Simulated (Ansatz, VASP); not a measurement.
# Co in VASP and in Ansatz

```xyz
2
Lattice="2.4564 0.0000 0.0000 -1.2282 2.1273 0.0000 0.0000 0.0000 3.9694" Properties=species:S:1:pos:R:3 pbc="T T T"
Co    0.0000    1.4182    0.9924
Co    1.2282    0.7091    2.9771
```

Alike in both runs: functional PBEsol; k mesh 18 × 18 × 10; occupations gaussian, width 0.1 eV; collinear spin.

Ansatz relaxed the structure, and its values are those at the end. VASP's run is a single point on that final structure, the one shown.

|  | VASP | Ansatz |
| --- | --- | --- |
| version | VASP 6.6.1 | Ansatz 0.2.0 |
| potentials or method | VASP PAW PBE potentials, release 64 (Co), cutoff 520 eV | scalar-relativistic, plane waves, PAW |
| valence electrons in the cell | 18 | 34 |

|  | VASP | Ansatz | Ansatz less VASP |
| --- | --- | --- | --- |
| gap on the k mesh at the Fermi level (eV) | none | none | - |
| pressure (GPa) | -0.9 | 0.0 | +0.93 |
| net moment per atom (μB) | 1.57 | 1.57 | +0.005 |
| size of the moment on the site where the two differ most (μB) | 1.58 | 1.64 | +0.063 |

VASP's potentials were made for PBE, not for PBEsol. Site moments also hang on the region over which each program counts them. A gap of «none» marks a metal or a gap that the smearing closes. VASP's potentials hold 18 valence electrons a cell and Ansatz's 34, so a difference there can come from the potentials and not from the codes.
